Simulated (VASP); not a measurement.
# MgO (P6_3/mmc) in VASP: notebook, part 3 of 3

VASP 6.6.1.

**4. Single point, PBE**

This run uses another cell than the first one, of 9.42 Å³/atom, 1.053 times its volume.

The input, INCAR:

```
SYSTEM = MgO
PREC = Accurate ; ENCUT = 520
EDIFF = 1E-6 ; ISMEAR = 0
SIGMA = 0.01 ; LREAL = .FALSE.
LASPH = .TRUE. ; NELM = 80
ALGO = Normal ; ISIF = 2
LWAVE = .FALSE. ; LCHARG = .FALSE.
GGA = PE ; NBANDS = 16
```

The input, KPOINTS:

```
regular mesh
0
G
  6 6 2
  0 0 0
```

The input, POSCAR:

```
MgO
1.0
    2.9230552968      0.0000000000      0.0000000000
   -1.4615276484      2.5314401436      0.0000000000
    0.0000000000      0.0000000000      5.0921016498
Mg O
2 2
Direct
    0.0000000000      0.0000000000      0.0000000000
    0.0000000000      0.0000000000      0.5000000000
    0.3333333333      0.6666666667      0.2500000000
    0.6666666667      0.3333333333      0.7500000000
```

Potentials or basis: VASP PAW PBE potentials, release 64 (Mg, O).

The run is started by

```sh
$ cat potpaw_PBE.64/Mg/POTCAR potpaw_PBE.64/O/POTCAR > POTCAR
$ mpirun -np 1 vasp_std > vasp.out
```

OUTCAR:

```text
SYSTEM = MgO
   PREC = Accurate
   ENCUT = 520
   EDIFF = 1E-6
   ISMEAR = 0
   LREAL = .FALSE.
   LASPH = .TRUE.
   NELM = 80
   ISIF = 2
   GGA = PE

 ion  position               nearest neighbor table
   1  0.000  0.000  0.000-   3 2.11   4 2.11   3 2.11   4 2.11   4 2.11   3 2.11   2 2.55   2 2.55

   2  0.000  0.000  0.500-   3 2.11   4 2.11   3 2.11   4 2.11   4 2.11   3 2.11   1 2.55   1 2.55

   3  0.333  0.667  0.250-   1 2.11   2 2.11   1 2.11   2 2.11   1 2.11   2 2.11
   4  0.667  0.333  0.750-   1 2.11   2 2.11   1 2.11   2 2.11   1 2.11   2 2.11

  LATTYP: Found a hexagonal cell.
 ALAT       =     2.9230552968
 C/A-ratio  =     1.7420476634

  Lattice vectors:

 A1 = (   2.9230552968,   0.0000000000,   0.0000000000)
 A2 = (  -1.4615276484,   2.5314401436,   0.0000000000)
 A3 = (   0.0000000000,   0.0000000000,   5.0921016498)

Analysis of symmetry for initial positions (statically):
=====================================================================
 Subroutine PRICEL returns:
 Original cell was already a primitive cell.

 Routine SETGRP: Setting up the symmetry group for a
 hexagonal supercell.

 Subroutine GETGRP returns: Found 24 space group operations
 (whereof 12 operations were pure point group operations)
 out of a pool of 24 trial point group operations.

The static configuration has the point symmetry D_3d.
 The point group associated with its full space group is D_6h.

Analysis of symmetry for dynamics (positions and initial velocities):
=====================================================================
 Subroutine PRICEL returns:
 Original cell was already a primitive cell.

 Routine SETGRP: Setting up the symmetry group for a
 hexagonal supercell.

 Subroutine GETGRP returns: Found 24 space group operations
 (whereof 12 operations were pure point group operations)
 out of a pool of 24 trial point group operations.

The dynamic configuration has the point symmetry D_3d.
 The point group associated with its full space group is D_6h.

 Subroutine INISYM returns: Found 24 space group operations
 (whereof 12 operations are pure point group operations),
 and found     1 'primitive' translations

----------------------------------------------------------------------------------------

                                     Primitive cell

  volume of cell :      37.6792

  direct lattice vectors                    reciprocal lattice vectors
     2.923055297  0.000000000  0.000000000     0.342107794  0.197516027  0.000000000
    -1.461527648  2.531440144  0.000000000     0.000000000  0.395032054  0.000000000
     0.000000000  0.000000000  5.092101650     0.000000000  0.000000000  0.196382568

  length of vectors
     2.923055297  2.923055297  5.092101650     0.395032054  0.395032054  0.196382568

  position of ions in fractional coordinates (direct lattice)
     0.000000000  0.000000000  0.000000000
     0.000000000  0.000000000  0.500000000
     0.333333333  0.666666667  0.250000000
     0.666666667  0.333333333  0.750000000

  ion indices of the primitive-cell ions
   primitive index   ion index
                 1           1
                 2           2
                 3           3
                 4           4

----------------------------------------------------------------------------------------

[... 34 lines left out ...]
  0.166667 -0.000000  0.500000      6.000000
  0.333333  0.000000  0.500000      6.000000
  0.500000 -0.000000  0.500000      3.000000
  0.166667  0.166667  0.500000      6.000000
  0.333333  0.166667  0.500000     12.000000
  0.333333  0.333333  0.500000      2.000000
   k-points           NKPTS =     14   k-points in BZ     NKDIM =     14   number of bands    NBANDS=     16
   number of dos      NEDOS =    301   number of ions     NIONS =      4
   total plane-waves  NPLWV =  23040
   dimension x,y,z NGX =    24 NGY =   24 NGZ =   40
   dimension x,y,z NGXF=    48 NGYF=   48 NGZF=   80
   ions per type =               2   2
   NGX,Y,Z   is equivalent  to a cutoff of  13.65, 13.65, 13.06 a.u.
   NGXF,Y,Z  is equivalent  to a cutoff of  27.30, 27.30, 26.12 a.u.
 SYSTEM =  MgO
   PREC   = accura    normal or accurate (medium, high low for compatibility)
   ISTART =      0    job   : 0-new  1-cont  2-samecut
   ICHARG =      2    charge: 1-file 2-atom 10-const
   ISPIN  =      1    spin polarized calculation?
   LNONCOLLINEAR =      F non collinear calculations
   LSORBIT =      F    spin-orbit coupling
   LASPH  =      T    aspherical Exc in radial PAW
   ENCUT  =  520.0 eV  38.22 Ry    6.18 a.u.   5.43  5.43  9.47*2*pi/ulx,y,z
   NELM   =     80;   NELMIN=  2; NELMDL= -5     # of ELM steps
   EDIFF  = 0.1E-05   stopping-criterion for ELM
   LREAL  =      F    real-space projection
   EDIFFG = 0.1E-04   stopping-criterion for IOM
   NSW    =      0    number of steps for IOM
   IBRION =     -1    ionic relax: 0-MD 1-quasi-New 2-CG
   NFREE  =      0    steps in history (QN), initial steepest desc. (CG)
   ISIF   =      2    stress and relaxation
   ISYM   =      2    0-nonsym 1-usesym 2-fastsym
   POTIM  = 0.5000    time-step for ionic-motion
   TEBEG  =    0.0;   TEEND  =   0.0 temperature during run
   PSTRESS=    0.0 pullay stress
   NELECT =      16.0000    total number of electrons
   NUPDOWN=      -1.0000    fix difference up-down
   EMIN   =  10.00;   EMAX   =-10.00  energy-range for DOS
   EFERMI =   0.00;   METHOD = LEGACY
   ISMEAR =     0;   SIGMA  =   0.01  broadening in eV -4-tet -1-fermi 0-gaus
   EFERMI_NEDOS =   21; number of points for ismear=-14 and -15
   IALGO  =     38    algorithm
   IMIX   =      4    mixing-type and parameters
     AMIX     =   0.40;   BMIX     =  1.00
     AMIX_MAG =   1.60;   BMIX_MAG =  1.00
  volume/ion in A,a.u.               =       9.42        63.57
  Fermi-wavevector in a.u.,A,eV,Ry     =   1.230498  2.325304 20.600925  1.514125
  Thomas-Fermi vector in A             =   2.365344
   LORBIT       =      0    0 simple, 1 ext, 2 COOP (PROOUT), +10 PAW based schemes
   GGA     = PE    functional components
   LHFCALC =     F    Hartree Fock is set to
   AEXX    =    0.0000 exact exchange contribution
   IVDW    =     0    specifies the selected vdW correction
   LEPSILON=     F    determine dielectric tensor
   LRPA    =     F    only Hartree local field effects (RPA)
 non-spin polarized calculation
 Gauss-broadening in eV      SIGMA  =   0.01
  energy-cutoff  :      520.00
  volume of cell :       37.68
 maximum number of plane-waves:      1039
 NGX is ok and might be reduce to    24
   NGX = 11   NGY = 11   NGZ = 19

 number of electron      15.9999995 magnetization

 Free energy of the ion-electron system (eV)
  ---------------------------------------------------
  ext. energy  EPLUGINS =         0.00000000
  ---------------------------------------------------
  free energy    TOTEN  =       -23.20152951 eV

  energy without entropy =      -23.20152951  energy(sigma->0) =      -23.20152951

 E-fermi :   3.3767     XC(G=0): -11.0246

 val. band max:        3.2988540041   @ k =   0.0000   0.0000   0.0000
 cond. band min:       7.7524182604   @ k =   0.0000   0.0000   0.0000
 fundamental gap:      4.4535642563
 Fermi energy:         3.3766781709

 k-point     1 :       0.0000    0.0000    0.0000
  band No.  band energies     occupation
      1     -14.0824      2.00000
      2     -12.9785      2.00000
      3      -1.6544      2.00000
      4       2.7784      2.00000
      5       2.7784      2.00000
      6       2.7932      2.00000
[... 243 lines left out ...]
      3      -0.2619      2.00000
      4      -0.2619      2.00000
      5       0.2893      2.00000
      6       0.2893      2.00000
[... 8 lines left out ...]
     15      19.1559      0.00000
     16      19.1559      0.00000

------------------------ aborting loop because EDIFF is reached ----------------------------------------

  FORCE on cell =-STRESS in cart. coord.  units (eV):
  Direction    XX          YY          ZZ          XY          YZ          ZX
  --------------------------------------------------------------------------------------
  -------------------------------------------------------------------------------------
  Total        1.1057769      1.1057769      1.3038941      0.0000000      0.0000000     -0.0000000
  in kB       47.0193212     47.0193212     55.4435634      0.0000000      0.0000000     -0.0000000
  external PRESSURE =      49.8274019 kB  Pullay stress =       0.0000000 kB

 VOLUME and BASIS-vectors are now :
 -----------------------------------------------------------------------------
  energy-cutoff  :      520.00
  volume of cell :       37.68
      direct lattice vectors                 reciprocal lattice vectors
     2.923055297  0.000000000  0.000000000     0.342107794  0.197516027  0.000000000
    -1.461527648  2.531440144  0.000000000     0.000000000  0.395032054  0.000000000
     0.000000000  0.000000000  5.092101650     0.000000000  0.000000000  0.196382568

 POSITION                                       TOTAL-FORCE (eV/Angst)
 -----------------------------------------------------------------------------------
      0.00000      0.00000      0.00000         0.000000      0.000000      0.000000
      0.00000      0.00000      2.54605         0.000000      0.000000      0.000000
     -0.00000      1.68763      1.27303        -0.000000      0.000000     -0.000000
      1.46153      0.84381      3.81908         0.000000      0.000000      0.000000
 -----------------------------------------------------------------------------------
    total drift:                               -0.000000      0.000000     -0.000000

  FREE ENERGIE OF THE ION-ELECTRON SYSTEM (eV)
  ---------------------------------------------------
  free  energy   TOTEN  =       -23.2015295140 eV

  energy  without entropy=      -23.2015295140  energy(sigma->0) =      -23.20152951
```

OSZICAR:

```text
N       E                     dE             d eps       ncg     rms          rms(c)
DAV:   1     0.411910950500E+02    0.41191E+02   -0.79417E+03   512   0.886E+02
DAV:   2    -0.241871637441E+02   -0.65378E+02   -0.61897E+02   600   0.190E+02
DAV:   3    -0.263153531876E+02   -0.21282E+01   -0.21257E+01   528   0.321E+01
DAV:   4    -0.263223195718E+02   -0.69664E-02   -0.69663E-02   560   0.211E+00
DAV:   5    -0.263223493418E+02   -0.29770E-04   -0.29770E-04   544   0.133E-01    0.102E+01
DAV:   6    -0.232352067646E+02    0.30871E+01   -0.78482E+00   448   0.224E+01    0.314E+00
DAV:   7    -0.232145635532E+02    0.20643E-01   -0.14193E-01   448   0.307E+00    0.197E+00
DAV:   8    -0.232033028004E+02    0.11261E-01   -0.67536E-02   448   0.285E+00    0.448E-01
DAV:   9    -0.232017675463E+02    0.15353E-02   -0.10018E-03   536   0.310E-01    0.241E-01
DAV:  10    -0.232015386786E+02    0.22887E-03   -0.20668E-03   512   0.366E-01    0.444E-02
DAV:  11    -0.232015291194E+02    0.95592E-05   -0.43509E-05   448   0.631E-02    0.108E-02
DAV:  12    -0.232015295140E+02   -0.39459E-06   -0.48259E-06   544   0.200E-02
   1 F= -.23201530E+02 E0= -.23201530E+02  d E =-.778730E-30
```

It took 12 s on 1 thread of AMD EPYC 7R43 (Zen 3), shared host; peak memory 0.11 GiB.

Results:

| Item | Value |
| --- | --- |
| Free energy | -23.2015 eV |
| Pressure | 5.0 GPa |
| Band gap on the k mesh | 4.45 eV, direct |

Caveat: the k points lie up to 0.62 Å⁻¹ apart. PBE gaps usually lie below the measured ones, often by a third to a half.

**5. Single point, PBE (volume changed by +5%)**

The input, INCAR:

```
ALGO = Normal
EDIFF = 1E-6
ENCUT = 520
GGA = PE
ISIF = 2
ISMEAR = 0
LASPH = True
LCHARG = False
LREAL = False
LWAVE = False
NBANDS = 16
NELM = 100
PREC = Accurate
SIGMA = 0.01
```

The input, KPOINTS:

```
k-points
0
Gamma
  6 6 2
```

The input, POSCAR:

```
MgO
1.0
    2.9709827544      0.0000000000      0.0000000000
   -1.4854913772      2.5729465395      0.0000000000
    0.0000000000      0.0000000000      5.1755935654
Mg O
2 2
Direct
    0.0000000000      0.0000000000      0.0000000000
    0.0000000000      0.0000000000      0.5000000000
    0.3333333333      0.6666666667      0.2500000000
    0.6666666667      0.3333333333      0.7500000000
```

The run is started by

```sh
$ cat potpaw_PBE.64/Mg/POTCAR potpaw_PBE.64/O/POTCAR > POTCAR
$ mpirun -np 1 vasp_std > vasp.out
```

It took 11 s on 1 thread of AMD EPYC 7R43 (Zen 3), shared host; peak memory 0.12 GiB.

Results (log left out):

```
Free energy            : -23.2172 eV
Pressure               : -2.4 GPa
Band gap on the k mesh : 4.00 eV, direct
```

Levels at points of the mesh, in eV from the valence-band top:
```tsv
k point	band 6	band 7	band 8	band 9	band 10	band 11
(0.00, 0.00, 0.00)	-0.48	0.00	0.00	4.00	7.79	11.20
(0.50, 0.00, 0.00)	-1.50	-1.18	-0.67	8.12	9.39	9.95
(0.00, 0.00, 0.50)	-0.24	-0.24	-0.24	6.44	6.44	11.61
(0.50, 0.00, 0.50)	-1.46	-0.93	-0.93	8.31	8.31	10.72
```

Caveat: the k points lie up to 0.61 Å⁻¹ apart; the cell differs from its parent crystal (volume changed by +5%).

**6. Single point, PBE (volume changed by +10%)**

INCAR: that of step 5 with these lines changed.

```diff
@@ -11,3 +11,3 @@
 NBANDS = 16
-NELM = 100
+NELM = 80
 PREC = Accurate
```

KPOINTS is that of step 5.

The input, POSCAR:

```
MgO
1.0
    3.0174118592      0.0000000000      0.0000000000
   -1.5087059296      2.6131553238      0.0000000000
    0.0000000000      0.0000000000      5.2564752789
Mg O
2 2
Direct
    0.0000000000      0.0000000000      0.0000000000
    0.0000000000      0.0000000000      0.5000000000
    0.3333333333      0.6666666667      0.2500000000
    0.6666666667      0.3333333333      0.7500000000
```

Potentials or basis: VASP PAW PBE potentials, release 64 (Mg, O).

The run is started by

```sh
$ cat potpaw_PBE.64/Mg/POTCAR potpaw_PBE.64/O/POTCAR > POTCAR
$ mpirun -np 1 vasp_std > vasp.out
```

It took 14 s on 1 thread of AMD EPYC 7R43 (Zen 3), shared host; peak memory 0.12 GiB.

It converged, with:

| Item | Value |
| --- | --- |
| Free energy | -23.1556 eV |
| Pressure | -8.2 GPa |
| Band gap on the k mesh | 3.60 eV, direct |

Stress tensor (GPa, compression positive):
```
-8.00  0.00  0.00
 0.00 -8.00  0.00
 0.00  0.00 -8.55
```

Levels at points of the mesh, in eV from the valence-band top:
| k point | band 5 | band 6 | band 7 | band 8 | band 9 | band 10 | band 11 | band 12 |
| --- | --- | --- | --- | --- | --- | --- | --- | --- |
| (0.00, 0.00, 0.00) | -0.44 | -0.44 | 0.00 | 0.00 | 3.60 | 7.47 | 10.70 | 12.56 |
| (0.50, 0.00, 0.00) | -2.42 | -1.42 | -1.12 | -0.62 | 7.79 | 9.17 | 9.59 | 10.72 |
| (0.00, 0.00, 0.50) | -0.22 | -0.22 | -0.22 | -0.22 | 6.03 | 6.03 | 11.30 | 11.30 |
| (0.50, 0.00, 0.50) | -1.39 | -1.39 | -0.88 | -0.88 | 7.96 | 7.96 | 10.54 | 10.54 |

Caveat: the k points lie up to 0.60 Å⁻¹ apart; the cell differs from its parent crystal (volume changed by +10%).

**7. Summary**

```csv
cell,gap on the mesh (eV),pressure (GPa)
"a = 2.874, b = 2.874, c = 5.006 Å, angles 90.0, 90.0, 120.0°, 4 atoms",4.96,14.5
"a = 2.822, b = 2.822, c = 4.916 Å, angles 90.0, 90.0, 120.0°, 4 atoms",5.52,26.8
"a = 2.923, b = 2.923, c = 5.092 Å, angles 90.0, 90.0, 120.0°, 4 atoms",4.45,5.0
"a = 2.971, b = 2.971, c = 5.176 Å, angles 90.0, 90.0, 120.0°, 4 atoms",4.00,-2.4
"a = 3.017, b = 3.017, c = 5.256 Å, angles 90.0, 90.0, 120.0°, 4 atoms",3.60,-8.2
```

Alike in all rows: task single point; level PBE; potentials or basis VASP PAW PBE potentials, release 64 (Mg, O); no spin polarisation; k mesh 6 × 6 × 2; cutoff (eV) 520; smearing gaussian 0.01 eV.

Caveats: all runs use coarse meshes.

Absolute energies hang on the potentials; compare differences alone.
